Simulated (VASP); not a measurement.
Input of a VASP 6.6.1 run:

File INCAR:

```
ALGO = Fast ; EDIFF = 1E-6
EDIFFG = -0.08 ; ENCUT = 600
GGA = PE ; IBRION = 2
ISIF = 3 ; ISMEAR = 0
ISPIN = 2 ; LASPH = True
LCHARG = False ; LMAXMIX = 4
LORBIT = 11 ; LREAL = False
LWAVE = False ; MAGMOM = 0 3 0 0 0 0
NELM = 150 ; NSW = 36
PREC = Accurate ; SIGMA = 0.15
```

The input KPOINTS:

```
k-points
0
Gamma
  4 4 1
```

File POSCAR:

```
CdCoCl4
1.0
    3.4199021400      0.0000000000      0.0000000000
   -1.7099510700      2.9617221300      0.0000000000
    0.0000000000      0.0000000000     13.6448422700
Cd Co Cl
1 1 4
Direct
    0.6666666700      0.3333333300      0.5000000000
    0.6666666700      0.3333333300      0.0000000000
    0.3333333300      0.6666666700      0.6259580300
    0.0000000000      0.0000000000      0.8781179800
    0.0000000000      0.0000000000      0.1218820200
    0.3333333300      0.6666666700      0.3740419700
```

Potentials or basis: VASP PAW PBE potentials, release 64 (Cd, Co, Cl).

The run is started by

```bash
$ cat potpaw_PBE.64/Cd/POTCAR potpaw_PBE.64/Co/POTCAR potpaw_PBE.64/Cl/POTCAR > POTCAR
$ mpirun -np 1 vasp_std > vasp.out
```

Q: Estimate the site moments.

A: Cd +0.00; Co +2.47; Cl +0.00, +0.20 (each value once) μB.

Q: Predict the net moment.

A: 3.00 μB per cell.

Q: What does it give for the space group after relaxing (to 0.1 Å)?

A: P-6m2 (No. 187).

Q: What does it give for the relaxed volume?

A: 24.03 Å³/atom.

Forces in eV/Å, atoms in the order of the input:
```
Cd   0.000  0.000  0.000
Co   0.000  0.000  0.000
Cl   0.000  0.000 -0.080
Cl   0.000  0.000 -0.013
Cl   0.000  0.000  0.013
Cl   0.000  0.000  0.080
```

Caveat: the k points lie up to 0.51 Å⁻¹ apart in the final cell; this functional lacks dispersion, which binds layers or chains, so the pressure and a relaxed spacing across them are unreliable; a cell with one magnetic atom can't hold antiferromagnetic order, which such compounds often take; the relaxation stopped at a loose force limit of 0.08 eV/Å, so its end isn't a converged minimum.
